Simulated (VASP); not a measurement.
# Y (P6_3/mmc) in VASP: further runs

Y is run at these levels: PBE; tasks: single point, relaxation of cell and atoms.

All numbers are computed with VASP 6.6.1; they aren't measurements. Logs are shortened: lines on timing, memory, paths and dates and some standing lists are left out, and cuts for length are marked.

### Step 1. The cell of the first run

Symmetry: P6_3/mmc, No. 194, hexagonal system. Conventional cell: a = 3.655 Å, b = 3.655 Å, c = 5.693 Å, α = 90.00°, β = 90.00°, γ = 120.00°. Within 4.7 Å of Y (site symmetry -6m2) lie 12 Y at 3.54 to 3.65 Å.

### Step 2. Single point, PBE

File INCAR:

```
ALGO = Normal
EDIFF = 1E-6
ENCUT = 520
GGA = PE
ISIF = 2
ISMEAR = -1
LASPH = T
LCHARG = F
LREAL = F
LWAVE = F
NBANDS = 18
NELM = 100
PREC = Accurate
SIGMA = 0.1
```

File KPOINTS:

```
k-points
0
Gamma
  6 6 4
```

File POSCAR:

```
Y
1.0
    3.6549384025      0.0000000000      0.0000000000
   -1.8274692012      3.1652695058      0.0000000000
    0.0000000000      0.0000000000      5.6929379752
Y
2
Direct
    0.3333333333      0.6666666667      0.2500000000
    0.6666666667      0.3333333333      0.7500000000
```

Potentials or basis: VASP PAW PBE potentials, release 64 (Y_sv).

Launch:

```
cat potpaw_PBE.64/Y_sv/POTCAR > POTCAR
mpirun -np 1 vasp_std > vasp.out
```

OUTCAR:

```text
EDIFF = 1E-6
   ENCUT = 520
   GGA = PE
   ISIF = 2
   ISMEAR = -1
   LASPH = T
   LREAL = F
   NELM = 100
   PREC = Accurate

 ion  position               nearest neighbor table
   1  0.333  0.667  0.250-   2 3.54   2 3.54   2 3.54   2 3.54   2 3.54   2 3.54
   2  0.667  0.333  0.750-   1 3.54   1 3.54   1 3.54   1 3.54   1 3.54   1 3.54

  LATTYP: Found a hexagonal cell.
 ALAT       =     3.6549384025
 C/A-ratio  =     1.5576016196

  Lattice vectors:

 A1 = (   3.6549384025,   0.0000000000,   0.0000000000)
 A2 = (  -1.8274692012,   3.1652695058,   0.0000000000)
 A3 = (   0.0000000000,   0.0000000000,   5.6929379752)

Analysis of symmetry for initial positions (statically):
=====================================================================
 Subroutine PRICEL returns:
 Original cell was already a primitive cell.

 Routine SETGRP: Setting up the symmetry group for a
 hexagonal supercell.

 Subroutine GETGRP returns: Found 24 space group operations
 (whereof 12 operations were pure point group operations)
 out of a pool of 24 trial point group operations.

The static configuration has the point symmetry D_3d.
 The point group associated with its full space group is D_6h.

Analysis of symmetry for dynamics (positions and initial velocities):
=====================================================================
 Subroutine PRICEL returns:
 Original cell was already a primitive cell.

 Routine SETGRP: Setting up the symmetry group for a
 hexagonal supercell.

 Subroutine GETGRP returns: Found 24 space group operations
 (whereof 12 operations were pure point group operations)
 out of a pool of 24 trial point group operations.

The dynamic configuration has the point symmetry D_3d.
 The point group associated with its full space group is D_6h.

 Subroutine INISYM returns: Found 24 space group operations
 (whereof 12 operations are pure point group operations),
 and found     1 'primitive' translations

----------------------------------------------------------------------------------------

                                     Primitive cell

  volume of cell :      65.8608

  direct lattice vectors                    reciprocal lattice vectors
     3.654938403  0.000000000  0.000000000     0.273602422  0.157964432  0.000000000
    -1.827469201  3.165269506  0.000000000     0.000000000  0.315928864  0.000000000
     0.000000000  0.000000000  5.692937975     0.000000000  0.000000000  0.175656226

  length of vectors
     3.654938403  3.654938402  5.692937975     0.315928864  0.315928864  0.175656226

  position of ions in fractional coordinates (direct lattice)
     0.333333333  0.666666667  0.250000000
     0.666666667  0.333333333  0.750000000

  ion indices of the primitive-cell ions
   primitive index   ion index
                 1           1
                 2           2

----------------------------------------------------------------------------------------

 KPOINTS: k-points

Automatic generation of k-mesh.
 Grid dimensions read from file:
 generate k-points for:    6    6    4

 Generating k-lattice:

  Cartesian coordinates                     Fractional coordinates (reciprocal lattice)
     0.045600404  0.026327405  0.000000000     0.166666667  0.000000000  0.000000000
     0.000000000  0.052654811  0.000000000     0.000000000  0.166666667  0.000000000
     0.000000000  0.000000000  0.043914057     0.000000000  0.000000000  0.250000000

  Length of vectors
     0.052654811  0.052654811  0.043914057

  Shift w.r.t. Gamma in fractional coordinates (k-lattice)
     0.000000000  0.000000000  0.000000000

 Subroutine IBZKPT returns following result:
 ===========================================

 Found     21 irreducible k-points:

 Following reciprocal coordinates:
            Coordinates               Weight
  0.000000  0.000000  0.000000      1.000000
  0.166667  0.000000  0.000000      6.000000
  0.333333  0.000000  0.000000      6.000000
  0.500000  0.000000  0.000000      3.000000
  0.166667  0.166667  0.000000      6.000000
  0.333333  0.166667  0.000000     12.000000
[... 13 lines left out ...]
  0.333333  0.166667  0.500000     12.000000
  0.333333  0.333333  0.500000      2.000000
   k-points           NKPTS =     21   k-points in BZ     NKDIM =     21   number of bands    NBANDS=     18
   number of dos      NEDOS =    301   number of ions     NIONS =      2
   total plane-waves  NPLWV =  32928
   dimension x,y,z NGX =    28 NGY =   28 NGZ =   42
   dimension x,y,z NGXF=    56 NGYF=   56 NGZF=   84
   ions per type =               2
   NGX,Y,Z   is equivalent  to a cutoff of  12.74, 12.74, 12.26 a.u.
   NGXF,Y,Z  is equivalent  to a cutoff of  25.47, 25.47, 24.53 a.u.
 SYSTEM =  unknown system
   PREC   = accura    normal or accurate (medium, high low for compatibility)
   ISTART =      0    job   : 0-new  1-cont  2-samecut
   ICHARG =      2    charge: 1-file 2-atom 10-const
   ISPIN  =      1    spin polarized calculation?
   LNONCOLLINEAR =      F non collinear calculations
   LSORBIT =      F    spin-orbit coupling
   LASPH  =      T    aspherical Exc in radial PAW
   ENCUT  =  520.0 eV  38.22 Ry    6.18 a.u.   6.80  6.80 10.59*2*pi/ulx,y,z
   NELM   =    100;   NELMIN=  2; NELMDL= -5     # of ELM steps
   EDIFF  = 0.1E-05   stopping-criterion for ELM
   LREAL  =      F    real-space projection
   EDIFFG = 0.1E-04   stopping-criterion for IOM
   NSW    =      0    number of steps for IOM
   IBRION =     -1    ionic relax: 0-MD 1-quasi-New 2-CG
   NFREE  =      0    steps in history (QN), initial steepest desc. (CG)
   ISIF   =      2    stress and relaxation
   ISYM   =      2    0-nonsym 1-usesym 2-fastsym
   POTIM  = 0.5000    time-step for ionic-motion
   TEBEG  =    0.0;   TEEND  =   0.0 temperature during run
   PSTRESS=    0.0 pullay stress
   NELECT =      22.0000    total number of electrons
   NUPDOWN=      -1.0000    fix difference up-down
   EMIN   =  10.00;   EMAX   =-10.00  energy-range for DOS
   EFERMI =   0.00;   METHOD = LEGACY
   ISMEAR =    -1;   SIGMA  =   0.10  broadening in eV -4-tet -1-fermi 0-gaus
   EFERMI_NEDOS =   21; number of points for ismear=-14 and -15
   IALGO  =     38    algorithm
   IMIX   =      4    mixing-type and parameters
     AMIX     =   0.40;   BMIX     =  1.00
     AMIX_MAG =   1.60;   BMIX_MAG =  1.00
  volume/ion in A,a.u.               =      32.93       222.23
  Fermi-wavevector in a.u.,A,eV,Ry     =   1.135900  2.146539 17.555164  1.290268
  Thomas-Fermi vector in A             =   2.272605
   LORBIT       =      0    0 simple, 1 ext, 2 COOP (PROOUT), +10 PAW based schemes
   GGA     = PE    functional components
   LHFCALC =     F    Hartree Fock is set to
   AEXX    =    0.0000 exact exchange contribution
   IVDW    =     0    specifies the selected vdW correction
   LEPSILON=     F    determine dielectric tensor
   LRPA    =     F    only Hartree local field effects (RPA)
 non-spin polarized calculation
  energy-cutoff  :      520.00
  volume of cell :       65.86
 maximum number of plane-waves:      1782
 NGX is ok and might be reduce to    28
   NGX = 13   NGY = 13   NGZ = 21

 number of electron      22.0000000 magnetization

 Free energy of the ion-electron system (eV)
  ---------------------------------------------------
  ext. energy  EPLUGINS =         0.00000000
  ---------------------------------------------------
  free energy    TOTEN  =       -12.93928177 eV

  energy without entropy =      -12.82742060  energy(sigma->0) =      -12.88335118

 E-fermi :   2.9982     XC(G=0):  -9.4168

 val. band max:        2.9856088605   @ k =   0.3333   0.1667   0.2500
 cond. band min:       3.0611516878   @ k =   0.1667   0.1667   0.0000
 fundamental gap:      0.0755428273
 Fermi energy:         2.9981576852

 k-point     1 :       0.0000    0.0000    0.0000
  band No.  band energies     occupation
      1     -39.7095      2.00000
      2     -39.6351      2.00000
      3     -19.9847      2.00000
      4     -19.5152      2.00000
      5     -19.5152      2.00000
      6     -19.4235      2.00000
[... 10 lines left out ...]
     17       5.7288      0.00000
     18       5.7288      0.00000

 k-point     2 :       0.1667    0.0000    0.0000
  band No.  band energies     occupation
      1     -39.6968      2.00000
      2     -39.6312      2.00000
      3     -19.9375      2.00000
      4     -19.6052      2.00000
      5     -19.5457      2.00000
      6     -19.5168      2.00000
[... 10 lines left out ...]
     17       5.7290      0.00000
     18       5.8377      0.00000

 k-point     3 :       0.3333    0.0000    0.0000
  band No.  band energies     occupation
      1     -39.6687      2.00000
      2     -39.6259      2.00000
      3     -19.8218      2.00000
      4     -19.7869      2.00000
      5     -19.6913      2.00000
      6     -19.6024      2.00000
[... 10 lines left out ...]
     17       6.8717      0.00000
     18       7.1253      0.00000

 k-point     4 :       0.5000    0.0000    0.0000
  band No.  band energies     occupation
      1     -39.6511      2.00000
      2     -39.6267      2.00000
      3     -19.8777      2.00000
      4     -19.7736      2.00000
      5     -19.7350      2.00000
      6     -19.6293      2.00000
[... 10 lines left out ...]
     17       8.3143      0.00000
     18       8.4815      0.00000

 k-point     5 :       0.1667    0.1667    0.0000
  band No.  band energies     occupation
      1     -39.6762      2.00000
      2     -39.6267      2.00000
      3     -19.8550      2.00000
      4     -19.6990      2.00000
      5     -19.6889      2.00000
      6     -19.5655      2.00000
[... 10 lines left out ...]
     17       6.3526      0.00000
     18       7.0032      0.00000

 k-point     6 :       0.3333    0.1667    0.0000
  band No.  band energies     occupation
      1     -39.6512      2.00000
      2     -39.6266      2.00000
      3     -19.8309      2.00000
      4     -19.7468      2.00000
      5     -19.7365      2.00000
      6     -19.6548      2.00000
[... 10 lines left out ...]
     17       7.6806      0.00000
     18       8.2244      0.00000

 k-point     7 :       0.3333    0.3333    0.0000
  band No.  band energies     occupation
      1     -39.6347      2.00000
      2     -39.6347      2.00000
      3     -19.8146      2.00000
      4     -19.7214      2.00000
      5     -19.7214      2.00000
      6     -19.6321      2.00000
[... 10 lines left out ...]
     17       7.6555      0.00000
     18       8.0813      0.00000

 k-point     8 :       0.0000    0.0000    0.2500
  band No.  band energies     occupation
      1     -39.6987      2.00000
      2     -39.6461      2.00000
      3     -19.9013      2.00000
      4     -19.5019      2.00000
      5     -19.5019      2.00000
      6     -19.4781      2.00000
[... 10 lines left out ...]
     17       6.3193      0.00000
     18       6.3193      0.00000
[... 166 lines left out ...]
     17       7.2177      0.00000
     18       7.2217      0.00000

 k-point    17 :       0.3333    0.0000    0.5000
  band No.  band energies     occupation
      1     -39.6473      2.00000
      2     -39.6473      2.00000
      3     -19.8524      2.00000
      4     -19.8524      2.00000
      5     -19.5357      2.00000
      6     -19.5357      2.00000
[... 10 lines left out ...]
     17       7.5198      0.00000
     18       7.5289      0.00000

 k-point    18 :       0.5000    0.0000    0.5000
  band No.  band energies     occupation
      1     -39.6389      2.00000
      2     -39.6389      2.00000
      3     -19.9267      2.00000
      4     -19.9267      2.00000
      5     -19.5539      2.00000
      6     -19.5539      2.00000
[... 10 lines left out ...]
     17       8.1746      0.00000
     18       8.1793      0.00000

 k-point    19 :       0.1667    0.1667    0.5000
  band No.  band energies     occupation
      1     -39.6515      2.00000
      2     -39.6515      2.00000
      3     -19.8047      2.00000
      4     -19.8047      2.00000
      5     -19.5654      2.00000
      6     -19.5654      2.00000
[... 10 lines left out ...]
     17       7.2270      0.00000
     18       7.2270      0.00000

 k-point    20 :       0.3333    0.1667    0.5000
  band No.  band energies     occupation
      1     -39.6389      2.00000
      2     -39.6389      2.00000
      3     -19.8867      2.00000
      4     -19.8867      2.00000
      5     -19.6305      2.00000
      6     -19.6305      2.00000
[... 10 lines left out ...]
     17       7.7913      0.00000
     18       7.7913      0.00000

 k-point    21 :       0.3333    0.3333    0.5000
  band No.  band energies     occupation
      1     -39.6347      2.00000
      2     -39.6347      2.00000
      3     -19.8616      2.00000
      4     -19.8616      2.00000
      5     -19.7169      2.00000
      6     -19.7169      2.00000
[... 10 lines left out ...]
     17       7.4619      0.00000
     18       7.4619      0.00000

------------------------ aborting loop because EDIFF is reached ----------------------------------------

  FORCE on cell =-STRESS in cart. coord.  units (eV):
  Direction    XX          YY          ZZ          XY          YZ          ZX
  --------------------------------------------------------------------------------------
  -------------------------------------------------------------------------------------
  Total       -0.0496242     -0.0496242     -0.0438954     -0.0000000     -0.0000000      0.0000000
  in kB       -1.2071936     -1.2071936     -1.0678311     -0.0000000     -0.0000000      0.0000000
  external PRESSURE =      -1.1607395 kB  Pullay stress =       0.0000000 kB

 VOLUME and BASIS-vectors are now :
 -----------------------------------------------------------------------------
  energy-cutoff  :      520.00
  volume of cell :       65.86
      direct lattice vectors                 reciprocal lattice vectors
     3.654938403  0.000000000  0.000000000     0.273602422  0.157964432  0.000000000
    -1.827469201  3.165269506  0.000000000     0.000000000  0.315928864  0.000000000
     0.000000000  0.000000000  5.692937975     0.000000000  0.000000000  0.175656226

 POSITION                                       TOTAL-FORCE (eV/Angst)
 -----------------------------------------------------------------------------------
     -0.00000      2.11018      1.42323        -0.000000     -0.000000      0.000000
      1.82747      1.05509      4.26970         0.000000      0.000000      0.000000
 -----------------------------------------------------------------------------------
    total drift:                               -0.000000      0.000000     -0.000000

  FREE ENERGIE OF THE ION-ELECTRON SYSTEM (eV)
  ---------------------------------------------------
  free  energy   TOTEN  =       -12.9392817713 eV

  energy  without entropy=      -12.8274205962  energy(sigma->0) =      -12.88335118
```

Wall time 25 s (1 thread of Intel Xeon 6975P-C (Granite Rapids), shared host); peak memory 0.18 GiB.

Results:

| Item | Value |
| --- | --- |
| Free energy | -12.9393 eV |
| Pressure | -0.1 GPa |
| Band gap on the k mesh | zero (band 11 reaches 3.96 eV, above the bottom of band 12 at 2.53 eV) |

### Step 3. Relaxation of cell and atoms, PBE

This run uses another cell than the first one, of 33.01 Å³/atom, 1.002 times its volume.

File INCAR:

```
PREC = Accurate ; ENCUT = 600
EDIFF = 1E-6 ; ISMEAR = -1
SIGMA = 0.1 ; LREAL = F
LASPH = T ; NELM = 100
ALGO = Normal ; ISIF = 3
LWAVE = F ; LCHARG = F
GGA = PE ; IBRION = 2
NSW = 60 ; EDIFFG = -0.01
```

File KPOINTS:

```
Automatic mesh
0
Gamma
  6 6 4
```

File POSCAR:

```
Y
1.0
    3.6474000000      0.0000000000      0.0000000000
   -1.8237000000      3.1587410600      0.0000000000
    0.0000000000      0.0000000000      5.7306000000
Y
2
Direct
    0.3333333328      0.6666666656      0.2500000000
    0.6666666672      0.3333333344      0.7500000000
```

Potentials or basis: VASP PAW PBE potentials, release 64 (Y_sv).

Launch:

```
cat potpaw_PBE.64/Y_sv/POTCAR > POTCAR
mpirun -np 1 vasp_std > vasp.out
```

It took 55 s on 1 thread of Intel Xeon 6975P-C (Granite Rapids), shared host; peak memory 0.21 GiB.

The run converged. Its results:

| Item | Value |
| --- | --- |
| Free energy | -12.9394 eV |
| Relaxed volume | 32.83 Å³/atom |
| Relaxed cell | a = 3.650 Å, b = 3.650 Å, c = 5.691 Å, α = 90.00°, β = 90.00°, γ = 120.00° |
| Space group after relaxing (to 0.05 Å) | P6_3/mmc (No. 194) |
| Energy gained by relaxing | 0.4 meV/atom |
| Ionic steps | 4 |
| Pressure after relaxing | 0.0 GPa |
| Band gap on the k mesh | zero (band 11 reaches 3.98 eV, above the bottom of band 12 at 2.55 eV) |

Step by step:
```
step  energy change (eV)  largest force (eV/Å)  pressure (GPa)  volume (Å³)
   1              0.0000                0.0000           -0.22        66.02
   2             -0.0007                0.0000            0.06        65.58
   3             -0.0007                0.0000            0.08        65.54
   4             -0.0008                0.0000            0.02        65.65
```

Final structure:
```xyz
2
Lattice="3.6499 0.0000 0.0000 -1.8250 3.1609 0.0000 0.0000 0.0000 5.6905" Properties=species:S:1:pos:R:3 pbc="T T T"
Y     0.0000    2.1073    1.4226
Y     1.8250    1.0536    4.2679
```

Levels at points of the mesh, in eV from the Fermi level:
```
           k point  band 8  band 9  band 10  band 11  band 12  band 13  band 14  band 15
(0.00, 0.00, 0.00)  -22.37   -4.70    -1.86     0.92     1.73     1.73     2.08     2.35
(0.50, 0.00, 0.00)  -22.47   -1.69    -1.20    -0.82    -0.13     1.41     1.43     2.08
(0.00, 0.00, 0.50)  -22.46   -3.25    -3.25     0.96     0.96     1.64     1.64     1.64
(0.50, 0.00, 0.50)  -22.52   -1.66    -1.66     0.07     0.07     1.37     1.37     2.74
```
